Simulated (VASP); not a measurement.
Wanted: the native input for a VASP 6.6.1 run.

```
Task                               : single point
Functional                         : HSE06
Potentials or basis                : VASP PAW PBE potentials, release 64 (Hg, Te)
Cutoff                             : 520 eV
k mesh                             : 4 × 4 × 4
Occupations                        : gaussian, width 0.01 eV
Spin                               : no spin polarisation
Dipole correction                  : no
Grid for exact exchange (PRECFOCK) : Normal
Further INCAR settings             : ALGO = Normal; EDIFF = 1e-06; NBANDS = 16
Share of exact exchange            : 0.25
Screening parameter                : 0.2079 1/Å
```

Crystal: HgTe.

```
Hg Te
1.0
    -0.10964    3.17952    3.17952
     3.17952   -0.10964    3.17952
     3.17952    3.17952   -0.10964
Hg Te
1 1
Direct
  0.99564 0.99564 0.99564
  0.25436 0.25436 0.25436
```

This cell differs from its parent crystal: strain along [111] -5.0%.

One way to write it, as run:

POSCAR

```
HgTe
1.0
   -0.1096385963      3.1795192925      3.1795192925
    3.1795192925     -0.1096385963      3.1795192925
    3.1795192925      3.1795192925     -0.1096385963
Hg Te
1 1
Direct
   -0.0043648214     -0.0043648214     -0.0043648214
    0.2543648214      0.2543648214      0.2543648214
```

INCAR.step1

```
SYSTEM = HgTe
PREC = Accurate ; ENCUT = 520
EDIFF = 1E-5 ; ISMEAR = 0
SIGMA = 0.01 ; LREAL = .FALSE.
LASPH = .TRUE. ; NELM = 60
ALGO = Normal ; ISIF = 2
LWAVE = .TRUE. ; GGA = PE
NBANDS = 16
```

INCAR.step2

```
SYSTEM = HgTe
PREC = Accurate ; ENCUT = 520
EDIFF = 1E-6 ; ISMEAR = 0
SIGMA = 0.01 ; LREAL = .FALSE.
LASPH = .TRUE. ; NELM = 60
ALGO = Normal ; ISIF = 2
LWAVE = .FALSE. ; LCHARG = .TRUE.
GGA = PE ; LHFCALC = .TRUE.
HFSCREEN = 0.2079 ; PRECFOCK = Normal
LELF = .TRUE. ; LVHAR = .TRUE.
ISTART = 1 ; NBANDS = 16
```

KPOINTS

```
regular mesh
0
G
  4 4 4
  0 0 0
```

Potentials or basis: VASP PAW PBE potentials, release 64 (Hg, Te).

Launch:

```sh
$ cat potpaw_PBE.64/Hg/POTCAR potpaw_PBE.64/Te/POTCAR > POTCAR
$ cp INCAR.step1 INCAR
$ mpirun -np 1 vasp_std > vasp.out
$ cp INCAR.step2 INCAR
$ mpirun -np 1 vasp_std > vasp.out
```

Results of the run:

```
Pressure               : 2.3 GPa
Largest force          : 0.046 eV/Å
Band gap on the k mesh : 0.32 eV
```

Caveat: the cell differs from its parent crystal (strain along [111] -5.0%); the PAW data sets were made with another functional, which shifts forces and pressure a little; spin-orbit coupling is left out, which moves the levels of the heavy elements.

It took 17 min on 1 thread of Intel(R) Xeon(R) Platinum 8259CL CPU @ 2.50GHz (Skylake/Cascade Lake) (shared host), peak memory 0.32 GiB.
